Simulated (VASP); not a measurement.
# RbBr (rocksalt type) (Fm-3m) in VASP: notebook

The runs below take RbBr (rocksalt type) through single point, with PBE.

Everything below comes from runs of VASP 6.6.1. Logs are shortened: lines on timing, memory, paths and dates and some standing lists are left out, and cuts for length are marked.

### Step 1. The cell of the first run

It takes space group Fm-3m (No. 225, cubic). The conventional cell has a = 6.956 Å, b = 6.956 Å, c = 6.956 Å, α = 90.00°, β = 90.00°, γ = 90.00°. Within 4.6 Å of Rb (site symmetry m-3m) lie 6 Br at 3.48 Å. Within 4.6 Å of Br (site symmetry m-3m) lie 6 Rb at 3.48 Å.

### Step 2. Single point, PBE (volume scaled by 0.975)

File INCAR:

```
PREC = Accurate
ENCUT = 520
EDIFF = 1E-6
ISMEAR = -1
SIGMA = 0.05
LREAL = F
LASPH = T
NELM = 60
ALGO = Normal
ISIF = 2
LWAVE = F
LCHARG = T
GGA = PE
LELF = T
LVHAR = T
NBANDS = 15
```

File KPOINTS:

```
regular mesh
0
Gamma
  9 9 9
```

File POSCAR:

```
RbBr
1.0
    0.0000000000      3.4781275030      3.4781275030
    3.4781275030      0.0000000000      3.4781275030
    3.4781275030      3.4781275030      0.0000000000
Rb Br
1 1
Direct
    0.0000000000      0.0000000000      0.0000000000
    0.5000000000      0.5000000000      0.5000000000
```

Potentials or basis: VASP PAW PBE potentials, release 64 (Rb_sv, Br).

Run with:

```
$ cat potpaw_PBE.64/Rb_sv/POTCAR potpaw_PBE.64/Br/POTCAR > POTCAR
$ mpirun -np 1 vasp_std > vasp.out
```

OUTCAR:

```text
PREC = Accurate
   ENCUT = 520
   EDIFF = 1E-6
   ISMEAR = -1
   LREAL = F
   LASPH = T
   NELM = 60
   ISIF = 2
   GGA = PE

 ion  position               nearest neighbor table
   1  0.000  0.000  0.000-   2 3.48   2 3.48   2 3.48   2 3.48   2 3.48   2 3.48
   2  0.500  0.500  0.500-   1 3.48   1 3.48   1 3.48   1 3.48   1 3.48   1 3.48

  LATTYP: Found a face centered cubic cell.
 ALAT       =     6.9562550060

  Lattice vectors:

 A1 = (   0.0000000000,   3.4781275030,   3.4781275030)
 A2 = (   3.4781275030,   0.0000000000,   3.4781275030)
 A3 = (   3.4781275030,   3.4781275030,   0.0000000000)

Analysis of symmetry for initial positions (statically):
=====================================================================
 Subroutine PRICEL returns:
 Original cell was already a primitive cell.

 Routine SETGRP: Setting up the symmetry group for a
 face centered cubic supercell.

 Subroutine GETGRP returns: Found 48 space group operations
 (whereof 48 operations were pure point group operations)
 out of a pool of 48 trial point group operations.

The static configuration has the point symmetry O_h .

Analysis of symmetry for dynamics (positions and initial velocities):
=====================================================================
 Subroutine PRICEL returns:
 Original cell was already a primitive cell.

 Routine SETGRP: Setting up the symmetry group for a
 face centered cubic supercell.

 Subroutine GETGRP returns: Found 48 space group operations
 (whereof 48 operations were pure point group operations)
 out of a pool of 48 trial point group operations.

The dynamic configuration has the point symmetry O_h .

 Subroutine INISYM returns: Found 48 space group operations
 (whereof 48 operations are pure point group operations),
 and found     1 'primitive' translations

----------------------------------------------------------------------------------------

                                     Primitive cell

  volume of cell :      84.1524

  direct lattice vectors                    reciprocal lattice vectors
     0.000000000  3.478127503  3.478127503    -0.143755512  0.143755512  0.143755512
     3.478127503  0.000000000  3.478127503     0.143755512 -0.143755512  0.143755512
     3.478127503  3.478127503  0.000000000     0.143755512  0.143755512 -0.143755512

  length of vectors
     4.918815086  4.918815086  4.918815086     0.248991851  0.248991851  0.248991851

  position of ions in fractional coordinates (direct lattice)
     0.000000000  0.000000000  0.000000000
     0.500000000  0.500000000  0.500000000

  ion indices of the primitive-cell ions
   primitive index   ion index
                 1           1
                 2           2

----------------------------------------------------------------------------------------

 KPOINTS: regular mesh

Automatic generation of k-mesh.
 Grid dimensions read from file:
 generate k-points for:    9    9    9

 Generating k-lattice:

  Cartesian coordinates                     Fractional coordinates (reciprocal lattice)
    -0.015972835  0.015972835  0.015972835     0.111111111  0.000000000  0.000000000
     0.015972835 -0.015972835  0.015972835     0.000000000  0.111111111  0.000000000
     0.015972835  0.015972835 -0.015972835     0.000000000  0.000000000  0.111111111

  Length of vectors
     0.027665761  0.027665761  0.027665761

  Shift w.r.t. Gamma in fractional coordinates (k-lattice)
     0.000000000  0.000000000  0.000000000

 Subroutine IBZKPT returns following result:
 ===========================================

 Found     35 irreducible k-points:

 Following reciprocal coordinates:
            Coordinates               Weight
  0.000000  0.000000  0.000000      1.000000
  0.111111  0.000000  0.000000      8.000000
  0.222222  0.000000  0.000000      8.000000
  0.333333  0.000000  0.000000      8.000000
  0.444444  0.000000  0.000000      8.000000
  0.111111  0.111111  0.000000      6.000000
[... 16 lines left out ...]
 -0.333333  0.333333  0.000000     12.000000
  0.444444  0.444444  0.000000      6.000000
 [... further k-points ...]
   k-points           NKPTS =     35   k-points in BZ     NKDIM =     35   number of bands    NBANDS=     15
   number of dos      NEDOS =    301   number of ions     NIONS =      2
   total plane-waves  NPLWV =  64000
   dimension x,y,z NGX =    40 NGY =   40 NGZ =   40
   dimension x,y,z NGXF=    80 NGYF=   80 NGZF=   80
   ions per type =               1   1
   NGX,Y,Z   is equivalent  to a cutoff of  13.52, 13.52, 13.52 a.u.
   NGXF,Y,Z  is equivalent  to a cutoff of  27.04, 27.04, 27.04 a.u.
 SYSTEM =  unknown system
   PREC   = accura    normal or accurate (medium, high low for compatibility)
   ISTART =      0    job   : 0-new  1-cont  2-samecut
   ICHARG =      2    charge: 1-file 2-atom 10-const
   ISPIN  =      1    spin polarized calculation?
   LNONCOLLINEAR =      F non collinear calculations
   LSORBIT =      F    spin-orbit coupling
   LASPH  =      T    aspherical Exc in radial PAW
   ENCUT  =  520.0 eV  38.22 Ry    6.18 a.u.   9.15  9.15  9.15*2*pi/ulx,y,z
   NELM   =     60;   NELMIN=  2; NELMDL= -5     # of ELM steps
   EDIFF  = 0.1E-05   stopping-criterion for ELM
   LREAL  =      F    real-space projection
   EDIFFG = 0.1E-04   stopping-criterion for IOM
   NSW    =      0    number of steps for IOM
   IBRION =     -1    ionic relax: 0-MD 1-quasi-New 2-CG
   NFREE  =      0    steps in history (QN), initial steepest desc. (CG)
   ISIF   =      2    stress and relaxation
   ISYM   =      2    0-nonsym 1-usesym 2-fastsym
   POTIM  = 0.5000    time-step for ionic-motion
   TEBEG  =    0.0;   TEEND  =   0.0 temperature during run
   PSTRESS=    0.0 pullay stress
   NELECT =      16.0000    total number of electrons
   NUPDOWN=      -1.0000    fix difference up-down
   EMIN   =  10.00;   EMAX   =-10.00  energy-range for DOS
[... 5 lines left out ...]
     AMIX     =   0.40;   BMIX     =  1.00
     AMIX_MAG =   1.60;   BMIX_MAG =  1.00
  volume/ion in A,a.u.               =      42.08       283.94
  Fermi-wavevector in a.u.,A,eV,Ry     =   0.941368  1.778927 12.057120  0.886173
  Thomas-Fermi vector in A             =   2.068872
   LORBIT       =      0    0 simple, 1 ext, 2 COOP (PROOUT), +10 PAW based schemes
   GGA     = PE    functional components
   LHFCALC =     F    Hartree Fock is set to
   AEXX    =    0.0000 exact exchange contribution
   IVDW    =     0    specifies the selected vdW correction
   LEPSILON=     F    determine dielectric tensor
   LRPA    =     F    only Hartree local field effects (RPA)
 non-spin polarized calculation
  energy-cutoff  :      520.00
  volume of cell :       84.15
 maximum number of plane-waves:      2285
 NGX is ok and might be reduce to    40
   NGX = 19   NGY = 19   NGZ = 19

 number of electron      15.9999998 magnetization

 Free energy of the ion-electron system (eV)
  ---------------------------------------------------
  ext. energy  EPLUGINS =         0.00000000
  ---------------------------------------------------
  free energy    TOTEN  =        -6.11291659 eV

  energy without entropy =       -6.11291659  energy(sigma->0) =       -6.11291659

 E-fermi :  -0.7274     XC(G=0):  -7.0594

 val. band max:       -1.9148119569   @ k =   0.0000   0.0000   0.0000
 cond. band min:       2.3369444195   @ k =   0.0000   0.0000   0.0000
 fundamental gap:      4.2517563764
 Fermi energy:        -0.7274192577

 k-point     1 :       0.0000    0.0000    0.0000
  band No.  band energies     occupation
      1     -26.4245      2.00000
      2     -14.0532      2.00000
      3     -10.4976      2.00000
      4     -10.4976      2.00000
      5     -10.4976      2.00000
      6      -1.9148      2.00000
      7      -1.9148      2.00000
      8      -1.9148      2.00000
      9       2.3369      0.00000
     10       5.3492      0.00000
     11       5.3492      0.00000
     12       5.3492      0.00000
     13       6.2072      0.00000
     14       6.2072      0.00000
     15       8.9706      0.00000

 k-point     2 :       0.1111    0.0000    0.0000
  band No.  band energies     occupation
      1     -26.4237      2.00000
      2     -14.0571      2.00000
      3     -10.4985      2.00000
      4     -10.4985      2.00000
      5     -10.4933      2.00000
      6      -2.0526      2.00000
      7      -1.9547      2.00000
      8      -1.9547      2.00000
      9       2.6246      0.00000
     10       5.2670      0.00000
     11       5.4904      0.00000
     12       5.4904      0.00000
     13       6.3787      0.00000
     14       6.3787      0.00000
     15       9.4239      0.00000

 k-point     3 :       0.2222    0.0000    0.0000
  band No.  band energies     occupation
      1     -26.4215      2.00000
      2     -14.0669      2.00000
      3     -10.5006      2.00000
      4     -10.5006      2.00000
      5     -10.4826      2.00000
      6      -2.3542      2.00000
      7      -2.0523      2.00000
      8      -2.0523      2.00000
      9       3.3438      0.00000
     10       5.1865      0.00000
     11       5.8999      0.00000
     12       5.8999      0.00000
     13       6.8595      0.00000
     14       6.8595      0.00000
     15      10.3854      0.00000
[... 343 lines left out ...]
 k-point    23 :      -0.3333    0.3333    0.0000
  band No.  band energies     occupation
      1     -26.4155      2.00000
      2     -14.0429      2.00000
      3     -10.6058      2.00000
      4     -10.5261      2.00000
      5     -10.5050      2.00000
      6      -2.5104      2.00000
      7      -2.2685      2.00000
      8      -2.1993      2.00000
      9       4.7922      0.00000
     10       5.7400      0.00000
     11       6.4035      0.00000
     12       6.6987      0.00000
     13       7.5470      0.00000
     14       8.4315      0.00000
     15       9.3907      0.00000

 k-point    24 :       0.4444    0.4444    0.0000
  band No.  band energies     occupation
      1     -26.4153      2.00000
      2     -14.0094      2.00000
      3     -10.6367      2.00000
      4     -10.5562      2.00000
      5     -10.5562      2.00000
      6      -2.3978      2.00000
      7      -2.0682      2.00000
      8      -2.0682      2.00000
      9       3.7678      0.00000
     10       4.9357      0.00000
     11       7.0925      0.00000
     12       7.1614      0.00000
     13       7.5556      0.00000
     14       8.6326      0.00000
     15       8.6326      0.00000

 [... further k-points ...]
[... 5 lines left out ...]
  --------------------------------------------------------------------------------------
  -------------------------------------------------------------------------------------
  Total        0.1856423      0.1856423      0.1856423      0.0000000      0.0000000      0.0000000
  in kB        3.5344426      3.5344426      3.5344426      0.0000000      0.0000000      0.0000000
  external PRESSURE =       3.5344426 kB  Pullay stress =       0.0000000 kB

 VOLUME and BASIS-vectors are now :
 -----------------------------------------------------------------------------
  energy-cutoff  :      520.00
  volume of cell :       84.15
      direct lattice vectors                 reciprocal lattice vectors
     0.000000000  3.478127503  3.478127503    -0.143755512  0.143755512  0.143755512
     3.478127503  0.000000000  3.478127503     0.143755512 -0.143755512  0.143755512
     3.478127503  3.478127503  0.000000000     0.143755512  0.143755512 -0.143755512

 POSITION                                       TOTAL-FORCE (eV/Angst)
 -----------------------------------------------------------------------------------
      0.00000      0.00000      0.00000        -0.000000      0.000000      0.000000
      3.47813      3.47813      3.47813         0.000000     -0.000000     -0.000000
 -----------------------------------------------------------------------------------
    total drift:                                0.000000     -0.000000     -0.000000

  FREE ENERGIE OF THE ION-ELECTRON SYSTEM (eV)
  ---------------------------------------------------
  free  energy   TOTEN  =        -6.1129165857 eV

  energy  without entropy=       -6.1129165857  energy(sigma->0) =       -6.11291659
```

Run time: 46 s. Hardware: 1 thread of Intel Xeon Platinum 8259CL at 2.50GHz (Skylake/Cascade Lake), shared host; peak memory 0.25 GiB.

Results:

| Property | Result |
| --- | --- |
| Free energy | -6.1129 eV |
| Pressure | 0.4 GPa |
| Band gap on the k mesh | 4.25 eV, direct |

Caveat: the cell differs from its parent crystal (volume scaled by 0.975).

### Step 3. Single point, PBE

This run uses another cell than the first one, of 43.16 Å³/atom, 1.026 times its volume.

File INCAR:

```
SYSTEM = RbBr
PREC = Accurate ; ENCUT = 520
EDIFF = 1E-6 ; ISMEAR = -1
SIGMA = 0.05 ; LREAL = .False.
LASPH = .True. ; NELM = 100
ALGO = Normal ; ISIF = 2
LWAVE = .False. ; LCHARG = .True.
GGA = PE ; LELF = .True.
LVHAR = .True. ; NBANDS = 15
```

File KPOINTS:

```
Automatic mesh
0
Gamma
  9 9 9
  0 0 0
```

File POSCAR:

```
RbBr
1.0
    0.0000000000      3.5076045653      3.5076045653
    3.5076045653      0.0000000000      3.5076045653
    3.5076045653      3.5076045653      0.0000000000
Rb Br
1 1
Direct
    0.0000000000      0.0000000000      0.0000000000
    0.5000000000      0.5000000000      0.5000000000
```

Potentials or basis: VASP PAW PBE potentials, release 64 (Rb_sv, Br).

Run with:

```
$ cat potpaw_PBE.64/Rb_sv/POTCAR potpaw_PBE.64/Br/POTCAR > POTCAR
$ mpirun -np 1 vasp_std > vasp.out
```

Run time: 43 s. Hardware: 1 thread of Intel Xeon Platinum 8259CL at 2.50GHz (Skylake/Cascade Lake), shared host; peak memory 0.25 GiB.

The run converged. Its results:

| Property | Result |
| --- | --- |
| Free energy | -6.1155 eV |
| Pressure | 0.0 GPa |
| Band gap on the k mesh | 4.19 eV, direct |

Levels at points of the mesh, in eV from the valence-band top:
| k point | band 5 | band 6 | band 7 | band 8 | band 9 | band 10 | band 11 | band 12 |
| --- | --- | --- | --- | --- | --- | --- | --- | --- |
| (0.00, 0.00, 0.00) | -8.64 | 0.00 | 0.00 | 0.00 | 4.19 | 7.25 | 7.25 | 7.25 |

A k mesh can miss the band edges. Expect the measured gap to be larger: semilocal functionals such as PBE lack the derivative discontinuity.

### Step 4. Single point, PBE (volume scaled by 1.025)

File INCAR:

```
SYSTEM = RbBr
PREC = Accurate
ENCUT = 520
EDIFF = 1E-6
ISMEAR = -1
SIGMA = 0.05
LREAL = .False.
LASPH = .True.
NELM = 80
ALGO = Normal
ISIF = 2
LWAVE = .False.
LCHARG = .True.
GGA = PE
LELF = .True.
LVHAR = .True.
NBANDS = 15
```

KPOINTS is that of step 3.

File POSCAR:

```
RbBr
1.0
    0.0000000000      3.5365943474      3.5365943474
    3.5365943474      0.0000000000      3.5365943474
    3.5365943474      3.5365943474      0.0000000000
Rb Br
1 1
Direct
    0.0000000000      0.0000000000      0.0000000000
    0.5000000000      0.5000000000      0.5000000000
```

Run with:

```
$ cat potpaw_PBE.64/Rb_sv/POTCAR potpaw_PBE.64/Br/POTCAR > POTCAR
$ mpirun -np 1 vasp_std > vasp.out
```

Run time: 48 s. Hardware: 1 thread of Intel Xeon Platinum 8259CL at 2.50GHz (Skylake/Cascade Lake), shared host; peak memory 0.25 GiB.

It converged, with:

```
Free energy            : -6.1141 eV
Pressure               : -0.2 GPa
Band gap on the k mesh : 4.13 eV, direct
```

Levels at points of the mesh, in eV from the valence-band top:
```tsv
k point	band 6	band 7	band 8	band 9	band 10	band 11
(0.00, 0.00, 0.00)	0.00	0.00	0.00	4.13	7.24	7.24
```

Caveat: the cell differs from its parent crystal (volume scaled by 1.025).

(Part 1 of 2 ends here.)
